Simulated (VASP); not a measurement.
C, 12 atoms in the cell. The structure is monoclinic, space group C2/m (No. 12). Conventional cell: a = 4.374 Å, b = 2.525 Å, c = 12.393 Å, α = 90.00°, β = 93.37°, γ = 90.00°. Within 2.1 Å of C (site symmetry m) lie 4 C at 1.55 Å. C (site symmetry m) has 4 C at 1.55 Å within 2.1 Å. C (site symmetry m) has 4 C at 1.55 Å within 2.1 Å. C (site symmetry m) has 4 C at 1.55 Å within 2.1 Å. C (site symmetry m) has 4 C at 1.55 Å within 2.1 Å. Within 2.1 Å of C (site symmetry m) lie 4 C at 1.55 to 1.71 Å.  This cell differs from its parent crystal: layers slid over each other.

```yaml
Program: VASP 6.6.1
Task: single point
Functional: PBE
Potentials_or_basis: VASP PAW PBE potentials, release 64 (C)
Cutoff: 520 eV
k_mesh: 10 × 10 × 2
Occupations: gaussian, width 0.05 eV
Spin: no spin polarisation
Dipole_correction: no
Further_INCAR_settings: ALGO = Normal; EDIFF = 1e-06; NBANDS = 36; ISYM = 0
```

Potentials or basis: VASP PAW PBE potentials, release 64 (C).

Launch:

```console
$ cat potpaw_PBE.64/C/POTCAR > POTCAR
$ mpirun -np 1 vasp_std > vasp.out
```

Hardware: 1 thread of AMD EPYC 9R45 96-Core Processor (Zen 5), with other jobs on the host.

Problem. Estimate the wall time of this run.

Solution. It took 2.8 min on 1 thread of AMD EPYC 9R45 96-Core Processor (Zen 5), on a shared host, peak memory 0.26 GiB. Counts: scf iterations 13, k points 104.
